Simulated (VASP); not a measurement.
# Sn in VASP: a series of runs, part 2 of 3

VASP 6.6.1. The steps go on from the part before.

### Step 3. Single point, PBE (strain along [111] -3.5%)

The input, INCAR:

```
ALGO = Normal ; EDIFF = 1E-7
ENCUT = 520 ; GGA = PE
ISIF = 2 ; ISMEAR = -1
LASPH = T ; LCHARG = F
LREAL = F ; LWAVE = F
NBANDS = 21 ; NELM = 100
PREC = Accurate ; SIGMA = 0.02
```

The input, KPOINTS:

```
k-points
0
Gamma
  6 6 6
```

The input, POSCAR:

```
Sn
1.0
   -0.0766373948      3.2078223843      3.2078223843
    3.2078223843     -0.0766373948      3.2078223843
    3.2078223843      3.2078223843     -0.0766373948
Sn
2
Direct
   -0.0021608171     -0.0021608171     -0.0021608171
    0.2521608171      0.2521608171      0.2521608171
```

Potentials or basis: VASP PAW PBE potentials, release 64 (Sn_d).

Command:

```console
$ cat potpaw_PBE.64/Sn_d/POTCAR > POTCAR
$ mpirun -np 1 vasp_std > vasp.out
```

OUTCAR:

```text
EDIFF = 1E-7
   ENCUT = 520
   GGA = PE
   ISIF = 2
   ISMEAR = -1
   LASPH = T
   LREAL = F
   NELM = 100
   PREC = Accurate

 ion  position               nearest neighbor table
   1  0.998  0.998  0.998-   2 2.79   2 2.82   2 2.82   2 2.82
   2  0.252  0.252  0.252-   1 2.79   1 2.82   1 2.82   1 2.82

  LATTYP: Found a trigonal (rhomboedric) cell.
 ALAT       =     4.5371932060
 COS(alpha) =     0.4759733795

  Lattice vectors:

 A1 = (  -0.0766373948,   3.2078223843,   3.2078223843)
 A2 = (   3.2078223843,  -0.0766373948,   3.2078223843)
 A3 = (   3.2078223843,   3.2078223843,  -0.0766373948)

Analysis of symmetry for initial positions (statically):
=====================================================================
 Subroutine PRICEL returns:
 Original cell was already a primitive cell.

 Routine SETGRP: Setting up the symmetry group for a
 trigonal (rhombohedral) supercell.

 Subroutine GETGRP returns: Found 12 space group operations
 (whereof  6 operations were pure point group operations)
 out of a pool of 12 trial point group operations.

The static configuration has the point symmetry C_3v.
 The point group associated with its full space group is D_3d.

Analysis of symmetry for dynamics (positions and initial velocities):
=====================================================================
 Subroutine PRICEL returns:
 Original cell was already a primitive cell.

 Routine SETGRP: Setting up the symmetry group for a
 trigonal (rhombohedral) supercell.

 Subroutine GETGRP returns: Found 12 space group operations
 (whereof  6 operations were pure point group operations)
 out of a pool of 12 trial point group operations.

The dynamic configuration has the point symmetry C_3v.
 The point group associated with its full space group is D_3d.

 Subroutine INISYM returns: Found 12 space group operations
 (whereof  6 operations are pure point group operations),
 and found     1 'primitive' translations

----------------------------------------------------------------------------------------

                                     Primitive cell

  volume of cell :      68.3832

  direct lattice vectors                    reciprocal lattice vectors
    -0.076637395  3.207822384  3.207822384    -0.150391580  0.154072493  0.154072493
     3.207822384 -0.076637395  3.207822384     0.154072493 -0.150391580  0.154072493
     3.207822384  3.207822384 -0.076637395     0.154072493  0.154072493 -0.150391580

  length of vectors
     4.537193206  4.537193206  4.537193206     0.264753269  0.264753269  0.264753269

  position of ions in fractional coordinates (direct lattice)
     0.997839183  0.997839183  0.997839183
     0.252160817  0.252160817  0.252160817

  ion indices of the primitive-cell ions
   primitive index   ion index
                 1           1
                 2           2

----------------------------------------------------------------------------------------

 KPOINTS: k-points

Automatic generation of k-mesh.
 Grid dimensions read from file:
 generate k-points for:    6    6    6

 Generating k-lattice:

  Cartesian coordinates                     Fractional coordinates (reciprocal lattice)
    -0.025065263  0.025678749  0.025678749     0.166666667 -0.000000000 -0.000000000
     0.025678749 -0.025065263  0.025678749    -0.000000000  0.166666667 -0.000000000
     0.025678749  0.025678749 -0.025065263    -0.000000000 -0.000000000  0.166666667

  Length of vectors
     0.044125545  0.044125545  0.044125545

  Shift w.r.t. Gamma in fractional coordinates (k-lattice)
     0.000000000  0.000000000  0.000000000

 Subroutine IBZKPT returns following result:
 ===========================================

 Found     32 irreducible k-points:

 Following reciprocal coordinates:
            Coordinates               Weight
  0.000000  0.000000  0.000000      1.000000
  0.166667 -0.000000 -0.000000      6.000000
  0.333333 -0.000000 -0.000000      6.000000
  0.500000  0.000000 -0.000000      3.000000
  0.166667  0.166667 -0.000000      6.000000
  0.333333  0.166667 -0.000000     12.000000
[... 16 lines left out ...]
  0.500000  0.500000  0.166667      6.000000
 -0.333333  0.500000  0.166667     12.000000
 [... further k-points ...]
   k-points           NKPTS =     32   k-points in BZ     NKDIM =     32   number of bands    NBANDS=     21
   number of dos      NEDOS =    301   number of ions     NIONS =      2
   total plane-waves  NPLWV =  46656
   dimension x,y,z NGX =    36 NGY =   36 NGZ =   36
   dimension x,y,z NGXF=    72 NGYF=   72 NGZF=   72
   ions per type =               2
   NGX,Y,Z   is equivalent  to a cutoff of  13.19, 13.19, 13.19 a.u.
   NGXF,Y,Z  is equivalent  to a cutoff of  26.38, 26.38, 26.38 a.u.
 SYSTEM =  unknown system
   PREC   = accura    normal or accurate (medium, high low for compatibility)
   ISTART =      0    job   : 0-new  1-cont  2-samecut
   ICHARG =      2    charge: 1-file 2-atom 10-const
   ISPIN  =      1    spin polarized calculation?
   LNONCOLLINEAR =      F non collinear calculations
   LSORBIT =      F    spin-orbit coupling
   LASPH  =      T    aspherical Exc in radial PAW
   ENCUT  =  520.0 eV  38.22 Ry    6.18 a.u.   8.44  8.44  8.44*2*pi/ulx,y,z
   NELM   =    100;   NELMIN=  2; NELMDL= -5     # of ELM steps
   EDIFF  = 0.1E-06   stopping-criterion for ELM
   LREAL  =      F    real-space projection
   EDIFFG = 0.1E-05   stopping-criterion for IOM
   NSW    =      0    number of steps for IOM
   IBRION =     -1    ionic relax: 0-MD 1-quasi-New 2-CG
   NFREE  =      0    steps in history (QN), initial steepest desc. (CG)
   ISIF   =      2    stress and relaxation
   ISYM   =      2    0-nonsym 1-usesym 2-fastsym
   POTIM  = 0.5000    time-step for ionic-motion
   TEBEG  =    0.0;   TEEND  =   0.0 temperature during run
   PSTRESS=    0.0 pullay stress
   NELECT =      28.0000    total number of electrons
   NUPDOWN=      -1.0000    fix difference up-down
   EMIN   =  10.00;   EMAX   =-10.00  energy-range for DOS
   EFERMI =   0.00;   METHOD = LEGACY
   ISMEAR =    -1;   SIGMA  =   0.02  broadening in eV -4-tet -1-fermi 0-gaus
   EFERMI_NEDOS =   21; number of points for ismear=-14 and -15
   IALGO  =     38    algorithm
   IMIX   =      4    mixing-type and parameters
     AMIX     =   0.40;   BMIX     =  1.00
     AMIX_MAG =   1.60;   BMIX_MAG =  1.00
  volume/ion in A,a.u.               =      34.19       230.74
  Fermi-wavevector in a.u.,A,eV,Ry     =   1.215657  2.297259 20.106995  1.477822
  Thomas-Fermi vector in A             =   2.351037
   LORBIT       =      0    0 simple, 1 ext, 2 COOP (PROOUT), +10 PAW based schemes
   GGA     = PE    functional components
   LHFCALC =     F    Hartree Fock is set to
   AEXX    =    0.0000 exact exchange contribution
   IVDW    =     0    specifies the selected vdW correction
   LEPSILON=     F    determine dielectric tensor
   LRPA    =     F    only Hartree local field effects (RPA)
 non-spin polarized calculation
  energy-cutoff  :      520.00
  volume of cell :       68.38
 maximum number of plane-waves:      1861
 NGX is ok and might be reduce to    36
   NGX = 17   NGY = 17   NGZ = 17

 number of electron      27.9999992 magnetization

 Free energy of the ion-electron system (eV)
  ---------------------------------------------------
  ext. energy  EPLUGINS =         0.00000000
  ---------------------------------------------------
  free energy    TOTEN  =        -7.60255942 eV

  energy without entropy =       -7.60221650  energy(sigma->0) =       -7.60238796

 E-fermi :   5.5170     XC(G=0):  -8.8685

 val. band max:        5.5141543166   @ k =   0.3333   0.3333   0.3333
 cond. band min:       5.6270801580   @ k =   0.0000   0.0000   0.0000
 fundamental gap:      0.1129258414
 Fermi energy:         5.5169547516

 k-point     1 :       0.0000    0.0000    0.0000
  band No.  band energies     occupation
      1     -16.0620      2.00000
      2     -16.0295      2.00000
      3     -16.0295      2.00000
      4     -15.9808      2.00000
      5     -15.9808      2.00000
      6     -15.6881      2.00000
[... 13 lines left out ...]
     20      13.6001      0.00000
     21      13.6001      0.00000

 k-point     2 :       0.1667   -0.0000   -0.0000
  band No.  band energies     occupation
      1     -16.0722      2.00000
      2     -16.0497      2.00000
      3     -16.0276      2.00000
      4     -15.9584      2.00000
      5     -15.9576      2.00000
      6     -15.7071      2.00000
[... 520 lines left out ...]
 k-point    24 :      -0.3333    0.5000    0.1667
  band No.  band energies     occupation
      1     -16.1084      2.00000
      2     -16.1014      2.00000
      3     -15.9213      2.00000
      4     -15.9128      2.00000
      5     -15.8320      2.00000
      6     -15.8181      2.00000
[... 13 lines left out ...]
     20      14.6809      0.00000
     21      15.8762      0.00000

 [... further k-points ...]
[... 5 lines left out ...]
  --------------------------------------------------------------------------------------
  -------------------------------------------------------------------------------------
  Total        1.3703417      1.3703417      1.3703417      0.2318742      0.2318742      0.2318742
  in kB       32.1063026     32.1063026     32.1063026      5.4326757      5.4326757      5.4326757
  external PRESSURE =      32.1063026 kB  Pullay stress =       0.0000000 kB

 VOLUME and BASIS-vectors are now :
 -----------------------------------------------------------------------------
  energy-cutoff  :      520.00
  volume of cell :       68.38
      direct lattice vectors                 reciprocal lattice vectors
    -0.076637395  3.207822384  3.207822384    -0.150391580  0.154072493  0.154072493
     3.207822384 -0.076637395  3.207822384     0.154072493 -0.150391580  0.154072493
     3.207822384  3.207822384 -0.076637395     0.154072493  0.154072493 -0.150391580

 POSITION                                       TOTAL-FORCE (eV/Angst)
 -----------------------------------------------------------------------------------
      6.32531      6.32531      6.32531        -0.016218     -0.016218     -0.016218
      1.59845      1.59845      1.59845         0.016218      0.016218      0.016218
 -----------------------------------------------------------------------------------
    total drift:                                0.000000      0.000000      0.000000

  FREE ENERGIE OF THE ION-ELECTRON SYSTEM (eV)
  ---------------------------------------------------
  free  energy   TOTEN  =        -7.6025594220 eV

  energy  without entropy=       -7.6022165002  energy(sigma->0) =       -7.60238796
```

Wall time 37 s (1 thread of Intel Xeon Platinum 8259CL at 2.50GHz (Skylake/Cascade Lake), shared host); peak memory 0.21 GiB.

Results:

| Property | Result |
| --- | --- |
| Free energy | -7.6026 eV |
| Pressure | 3.2 GPa |
| Largest force | 0.028 eV/Å |
| Band gap on the k mesh | zero (band 14 reaches 5.63 eV, above the bottom of band 15 at 5.32 eV) |

Forces on the atoms (eV/Å):
```
Sn  -0.016 -0.016 -0.016
Sn   0.016  0.016  0.016
```

Stress tensor (GPa, compression positive):
```
3.21 0.54 0.54
0.54 3.21 0.54
0.54 0.54 3.21
```

Levels at points of the mesh, in eV from the Fermi level:
```
           k point  band 12  band 13  band 14  band 15  band 16  band 17
(0.00, 0.00, 0.00)    -0.56     0.11     0.11     0.40     2.21     2.21
(0.50, 0.00, 0.00)    -6.19    -1.02    -0.86     0.21     3.38     3.42
(0.50, 0.50, 0.00)    -7.35    -2.45    -2.21     0.78     1.11     7.69
(0.50, 0.50, 0.50)    -6.11    -1.14    -1.14    -0.20     3.22     3.22
```

Caveat: the cell differs from its parent crystal (strain along [111] -3.5%); spin-orbit coupling is left out, which moves the levels of the heavy elements.

(Continued in part 3 of 3.)
